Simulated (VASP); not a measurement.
# W (Fd-3m) in VASP: further runs

Runs on W. Level: PBE. Tasks: single point.

All numbers are computed with VASP 6.6.1; they aren't measurements. Logs are shortened: lines on timing, memory, paths and dates and some standing lists are left out, and cuts for length are marked.

## 1. The cell of the first run

The structure is cubic, space group Fd-3m (No. 227). The conventional cell has a = 5.492 Å, b = 5.492 Å, c = 5.492 Å, α = 90.00°, β = 90.00°, γ = 90.00°. W (site symmetry -43m) has 4 W at 2.38 Å within 3.1 Å.

## 2. Single point, PBE

Input file INCAR:

```
SYSTEM = W
PREC = Accurate
ENCUT = 520
EDIFF = 1E-7
ISMEAR = 0
SIGMA = 0.1
LREAL = .False.
LASPH = .True.
NELM = 60
ALGO = Normal
ISIF = 2
LWAVE = .False.
LCHARG = .True.
GGA = PE
LELF = .True.
LVHAR = .True.
NBANDS = 21
```

Input file KPOINTS:

```
regular mesh
0
Gamma
  15 15 15
  0 0 0
```

Input file POSCAR:

```
W
1.0
    0.0000000000      2.7462332468      2.7462332468
    2.7462332468      0.0000000000      2.7462332468
    2.7462332468      2.7462332468      0.0000000000
W
2
Direct
    0.0000000000      0.0000000000      0.0000000000
    0.2500000000      0.2500000000      0.2500000000
```

Potentials or basis: VASP PAW PBE potentials, release 64 (W_sv).

Launch:

```bash
> cat potpaw_PBE.64/W_sv/POTCAR > POTCAR
> mpirun -np 1 vasp_std > vasp.out
```

OUTCAR:

```text
SYSTEM = W
   PREC = Accurate
   ENCUT = 520
   EDIFF = 1E-7
   ISMEAR = 0
   LREAL = .False.
   LASPH = .True.
   NELM = 60
   ISIF = 2
   GGA = PE

 ion  position               nearest neighbor table
   1  0.000  0.000  0.000-   2 2.38   2 2.38   2 2.38   2 2.38
   2  0.250  0.250  0.250-   1 2.38   1 2.38   1 2.38   1 2.38

  LATTYP: Found a face centered cubic cell.
 ALAT       =     5.4924664936

  Lattice vectors:

 A1 = (   0.0000000000,   2.7462332468,   2.7462332468)
 A2 = (   2.7462332468,   0.0000000000,   2.7462332468)
 A3 = (   2.7462332468,   2.7462332468,   0.0000000000)

Analysis of symmetry for initial positions (statically):
=====================================================================
 Subroutine PRICEL returns:
 Original cell was already a primitive cell.

 Routine SETGRP: Setting up the symmetry group for a
 face centered cubic supercell.

 Subroutine GETGRP returns: Found 48 space group operations
 (whereof 24 operations were pure point group operations)
 out of a pool of 48 trial point group operations.

The static configuration has the point symmetry T_d .
 The point group associated with its full space group is O_h .

Analysis of symmetry for dynamics (positions and initial velocities):
=====================================================================
 Subroutine PRICEL returns:
 Original cell was already a primitive cell.

 Routine SETGRP: Setting up the symmetry group for a
 face centered cubic supercell.

 Subroutine GETGRP returns: Found 48 space group operations
 (whereof 24 operations were pure point group operations)
 out of a pool of 48 trial point group operations.

The dynamic configuration has the point symmetry T_d .
 The point group associated with its full space group is O_h .

 Subroutine INISYM returns: Found 48 space group operations
 (whereof 24 operations are pure point group operations),
 and found     1 'primitive' translations

----------------------------------------------------------------------------------------

                                     Primitive cell

  volume of cell :      41.4231

  direct lattice vectors                    reciprocal lattice vectors
     0.000000000  2.746233247  2.746233247    -0.182067565  0.182067565  0.182067565
     2.746233247  0.000000000  2.746233247     0.182067565 -0.182067565  0.182067565
     2.746233247  2.746233247  0.000000000     0.182067565  0.182067565 -0.182067565

  length of vectors
     3.883760303  3.883760303  3.883760303     0.315350273  0.315350273  0.315350273

  position of ions in fractional coordinates (direct lattice)
     0.000000000  0.000000000  0.000000000
     0.250000000  0.250000000  0.250000000

  ion indices of the primitive-cell ions
   primitive index   ion index
                 1           1
                 2           2

----------------------------------------------------------------------------------------

 KPOINTS: regular mesh

Automatic generation of k-mesh.
 Grid dimensions read from file:
 generate k-points for:   15   15   15

 Generating k-lattice:

  Cartesian coordinates                     Fractional coordinates (reciprocal lattice)
    -0.012137838  0.012137838  0.012137838     0.066666667  0.000000000  0.000000000
     0.012137838 -0.012137838  0.012137838     0.000000000  0.066666667  0.000000000
     0.012137838  0.012137838 -0.012137838     0.000000000  0.000000000  0.066666667

  Length of vectors
     0.021023352  0.021023352  0.021023352

  Shift w.r.t. Gamma in fractional coordinates (k-lattice)
     0.000000000  0.000000000  0.000000000

 Subroutine IBZKPT returns following result:
 ===========================================

 Found    120 irreducible k-points:

 Following reciprocal coordinates:
            Coordinates               Weight
  0.000000  0.000000  0.000000      1.000000
  0.066667  0.000000  0.000000      8.000000
  0.133333  0.000000  0.000000      8.000000
  0.200000  0.000000  0.000000      8.000000
  0.266667  0.000000  0.000000      8.000000
  0.333333  0.000000  0.000000      8.000000
[... 16 lines left out ...]
  0.133333  0.133333  0.000000      6.000000
  0.200000  0.133333  0.000000     24.000000
 [... further k-points ...]
   k-points           NKPTS =    120   k-points in BZ     NKDIM =    120   number of bands    NBANDS=     21
   number of dos      NEDOS =    301   number of ions     NIONS =      2
   total plane-waves  NPLWV =  27000
   dimension x,y,z NGX =    30 NGY =   30 NGZ =   30
   dimension x,y,z NGXF=    60 NGYF=   60 NGZF=   60
   ions per type =               2
   NGX,Y,Z   is equivalent  to a cutoff of  12.84, 12.84, 12.84 a.u.
   NGXF,Y,Z  is equivalent  to a cutoff of  25.68, 25.68, 25.68 a.u.
 SYSTEM =  W
   PREC   = accura    normal or accurate (medium, high low for compatibility)
   ISTART =      0    job   : 0-new  1-cont  2-samecut
   ICHARG =      2    charge: 1-file 2-atom 10-const
   ISPIN  =      1    spin polarized calculation?
   LNONCOLLINEAR =      F non collinear calculations
   LSORBIT =      F    spin-orbit coupling
   LASPH  =      T    aspherical Exc in radial PAW
   ENCUT  =  520.0 eV  38.22 Ry    6.18 a.u.   7.22  7.22  7.22*2*pi/ulx,y,z
   NELM   =     60;   NELMIN=  2; NELMDL= -5     # of ELM steps
   EDIFF  = 0.1E-06   stopping-criterion for ELM
   LREAL  =      F    real-space projection
   EDIFFG = 0.1E-05   stopping-criterion for IOM
   NSW    =      0    number of steps for IOM
   IBRION =     -1    ionic relax: 0-MD 1-quasi-New 2-CG
   NFREE  =      0    steps in history (QN), initial steepest desc. (CG)
   ISIF   =      2    stress and relaxation
   ISYM   =      2    0-nonsym 1-usesym 2-fastsym
   POTIM  = 0.5000    time-step for ionic-motion
   TEBEG  =    0.0;   TEEND  =   0.0 temperature during run
   PSTRESS=    0.0 pullay stress
   NELECT =      28.0000    total number of electrons
   NUPDOWN=      -1.0000    fix difference up-down
   EMIN   =  10.00;   EMAX   =-10.00  energy-range for DOS
   EFERMI =   0.00;   METHOD = LEGACY
   ISMEAR =     0;   SIGMA  =   0.10  broadening in eV -4-tet -1-fermi 0-gaus
   EFERMI_NEDOS =   21; number of points for ismear=-14 and -15
   IALGO  =     38    algorithm
   IMIX   =      4    mixing-type and parameters
     AMIX     =   0.40;   BMIX     =  1.00
     AMIX_MAG =   1.60;   BMIX_MAG =  1.00
  volume/ion in A,a.u.               =      20.71       139.77
  Fermi-wavevector in a.u.,A,eV,Ry     =   1.436746  2.715057 28.085690  2.064240
  Thomas-Fermi vector in A             =   2.555900
   LORBIT       =      0    0 simple, 1 ext, 2 COOP (PROOUT), +10 PAW based schemes
   GGA     = PE    functional components
   LHFCALC =     F    Hartree Fock is set to
   AEXX    =    0.0000 exact exchange contribution
   IVDW    =     0    specifies the selected vdW correction
   LEPSILON=     F    determine dielectric tensor
   LRPA    =     F    only Hartree local field effects (RPA)
 non-spin polarized calculation
 Gauss-broadening in eV      SIGMA  =   0.10
  energy-cutoff  :      520.00
  volume of cell :       41.42
 maximum number of plane-waves:      1139
 NGX is ok and might be reduce to    30
   NGX = 15   NGY = 15   NGZ = 15

 number of electron      28.0000002 magnetization

 Free energy of the ion-electron system (eV)
  ---------------------------------------------------
  ext. energy  EPLUGINS =         0.00000000
  ---------------------------------------------------
  free energy    TOTEN  =       -19.89237727 eV

  energy without entropy =      -19.88189186  energy(sigma->0) =      -19.88713457

 E-fermi :   7.1465     XC(G=0): -11.6732

 val. band max:        7.1460969332   @ k =  -0.4000   0.4000   0.0667
 cond. band min:       7.1615267510   @ k =   0.2667   0.1333   0.0000
 fundamental gap:      0.0154298178
 Fermi energy:         7.1465047035

 k-point     1 :       0.0000    0.0000    0.0000
  band No.  band energies     occupation
      1     -66.0189      2.00000
      2     -65.4037      2.00000
      3     -30.8581      2.00000
      4     -30.8581      2.00000
      5     -30.8581      2.00000
      6     -29.4070      2.00000
[... 13 lines left out ...]
     20      18.3947      0.00000
     21      19.3217      0.00000

 k-point     2 :       0.0667    0.0000    0.0000
  band No.  band energies     occupation
      1     -66.0139      2.00000
      2     -65.4089      2.00000
      3     -30.8662      2.00000
      4     -30.8662      2.00000
      5     -30.8577      2.00000
      6     -29.4077      2.00000
[... 13 lines left out ...]
     20      18.1569      0.00000
     21      19.5091      0.00000

 k-point     3 :       0.1333    0.0000    0.0000
  band No.  band energies     occupation
      1     -65.9996      2.00000
      2     -65.4240      2.00000
      3     -30.8886      2.00000
      4     -30.8886      2.00000
      5     -30.8566      2.00000
      6     -29.4093      2.00000
[... 13 lines left out ...]
     20      17.8436      0.00000
     21      19.7514      0.00000

 k-point     4 :       0.2000    0.0000    0.0000
  band No.  band energies     occupation
      1     -65.9770      2.00000
      2     -65.4477      2.00000
      3     -30.9202      2.00000
      4     -30.9202      2.00000
      5     -30.8556      2.00000
      6     -29.4111      2.00000
[... 13 lines left out ...]
     20      17.6474      0.00000
     21      18.4700      0.00000

 k-point     5 :       0.2667    0.0000    0.0000
  band No.  band energies     occupation
      1     -65.9483      2.00000
      2     -65.4776      2.00000
      3     -30.9549      2.00000
      4     -30.9549      2.00000
      5     -30.8552      2.00000
      6     -29.4121      2.00000
[... 13 lines left out ...]
     20      16.5705      0.00000
     21      17.6008      0.00000
[... 382 lines left out ...]
     20      17.8064      0.00000
     21      19.5719      0.00000

 k-point    22 :      -0.0667    0.0667    0.0000
  band No.  band energies     occupation
      1     -66.0059      2.00000
      2     -65.4174      2.00000
      3     -30.8936      2.00000
      4     -30.8725      2.00000
      5     -30.8485      2.00000
      6     -29.4178      2.00000
[... 13 lines left out ...]
     20      17.9627      0.00000
     21      19.6463      0.00000

 k-point    23 :       0.1333    0.1333    0.0000
  band No.  band energies     occupation
      1     -65.9929      2.00000
      2     -65.4310      2.00000
      3     -30.9244      2.00000
      4     -30.9244      2.00000
      5     -30.7971      2.00000
      6     -29.4748      2.00000
[... 13 lines left out ...]
     20      17.6683      0.00000
     21      20.1477      0.00000

 k-point    24 :       0.2000    0.1333    0.0000
  band No.  band energies     occupation
      1     -65.9758      2.00000
      2     -65.4490      2.00000
      3     -30.9574      2.00000
      4     -30.9572      2.00000
      5     -30.7697      2.00000
      6     -29.5045      2.00000
[... 13 lines left out ...]
     20      17.5777      0.00000
     21      19.3730      0.00000

 [... further k-points ...]

------------------------ aborting loop because EDIFF is reached ----------------------------------------

  FORCE on cell =-STRESS in cart. coord.  units (eV):
  Direction    XX          YY          ZZ          XY          YZ          ZX
  --------------------------------------------------------------------------------------
  -------------------------------------------------------------------------------------
  Total        8.1945977      8.1945977      8.1945977      0.0000000      0.0000000      0.0000000
  in kB      316.9538015    316.9538015    316.9538015      0.0000000      0.0000000      0.0000000
  external PRESSURE =     316.9538015 kB  Pullay stress =       0.0000000 kB

 VOLUME and BASIS-vectors are now :
 -----------------------------------------------------------------------------
  energy-cutoff  :      520.00
  volume of cell :       41.42
      direct lattice vectors                 reciprocal lattice vectors
     0.000000000  2.746233247  2.746233247    -0.182067565  0.182067565  0.182067565
     2.746233247  0.000000000  2.746233247     0.182067565 -0.182067565  0.182067565
     2.746233247  2.746233247  0.000000000     0.182067565  0.182067565 -0.182067565

 POSITION                                       TOTAL-FORCE (eV/Angst)
 -----------------------------------------------------------------------------------
      0.00000      0.00000      0.00000        -0.000000     -0.000000     -0.000000
      1.37312      1.37312      1.37312         0.000000      0.000000      0.000000
 -----------------------------------------------------------------------------------
    total drift:                                0.000000     -0.000000      0.000000

  FREE ENERGIE OF THE ION-ELECTRON SYSTEM (eV)
  ---------------------------------------------------
  free  energy   TOTEN  =       -19.8923772735 eV

  energy  without entropy=      -19.8818918594  energy(sigma->0) =      -19.88713457
```

It took 57 s on 1 thread of Intel Xeon 6975P-C (Granite Rapids), shared host; peak memory 0.22 GiB.

What came out:

- Free energy: -19.8924 eV
- Pressure: 31.7 GPa
- Band gap on the k mesh: zero (band 14 reaches 7.69 eV, above the bottom of band 15 at 6.73 eV)

Caveat: spin-orbit coupling is left out, which moves the levels of the heavy elements.

[end of part 1 of 2]
